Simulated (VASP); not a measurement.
Write the native input for VASP 6.6.1 that does the following.

```
Task                   : relaxation of shape and atoms at fixed volume
Functional             : BLYP
Potentials or basis    : VASP PAW PBE potentials, release 64 (Si, Se)
Cutoff                 : 500 eV
k mesh                 : 6 × 6 × 6
Occupations            : gaussian, width 0.05 eV
Spin                   : no spin polarisation
Dipole correction      : no
Further INCAR settings : ALGO = Normal; EDIFF = 1e-07; IBRION = 2; EDIFFG = -0.01; NSW = 60; ISIF = 4
```

The structure of SiSe2 lies in POSCAR:

```
SiSe2
1.0
   -3.8016145539      6.3848732903      3.0060332261
    3.8016145539     -6.3848732903      3.0060332261
    3.8016145539      6.3848732903     -3.0060332261
Si Se
2 4
Direct
    0.2500000000      0.2500000000      0.0000000000
    0.7500000000      0.7500000000      0.0000000000
    0.0966934796      0.8364514279      0.9331449075
    0.9033065204      0.1635485721      0.0668550925
    0.5966934796      0.6635485721      0.2602420517
    0.4033065204      0.3364514279      0.7397579483
```

One way to write it, as run:

INCAR

```
SYSTEM = SiSe2
AGGAC = 1.0
AGGAX = 1.0
ALDAC = 0.0
ALDAX = 1.0
ALGO = Normal
EDIFF = 1E-7
EDIFFG = -0.01
ENCUT = 500
GGA = B5
GGA_COMPAT = .FALSE.
IBRION = 2
ISIF = 4
ISMEAR = 0
LASPH = .TRUE.
LCHARG = .FALSE.
LREAL = .FALSE.
LWAVE = .FALSE.
NELM = 120
NELMIN = 4
NSW = 60
PREC = Accurate
SIGMA = 0.05
```

KPOINTS

```
k-points
0
G
  6 6 6
  0 0 0
```

Potentials or basis: VASP PAW PBE potentials, release 64 (Si, Se).

Launch:

```sh
$ cat potpaw_PBE.64/Si/POTCAR potpaw_PBE.64/Se/POTCAR > POTCAR
$ mpirun -np 1 vasp_std > vasp.out
```

It gave:

```yaml
Energy_gained_by_relaxing: 3.1 meV/atom
Ionic_steps: 6
Pressure_after_relaxing: 0.1 GPa
Band_gap_on_the_k_mesh: 2.31 eV (least direct gap 2.48 eV)
```

Caveat: the PAW data sets were made with another functional, which shifts forces and pressure a little; this functional lacks dispersion, which binds layers or chains, so the pressure and a relaxed spacing across them are unreliable.

Run time: 35 min on 1 thread of Oxide Virtual Turin-like Processor (shared host), peak memory 0.62 GiB.
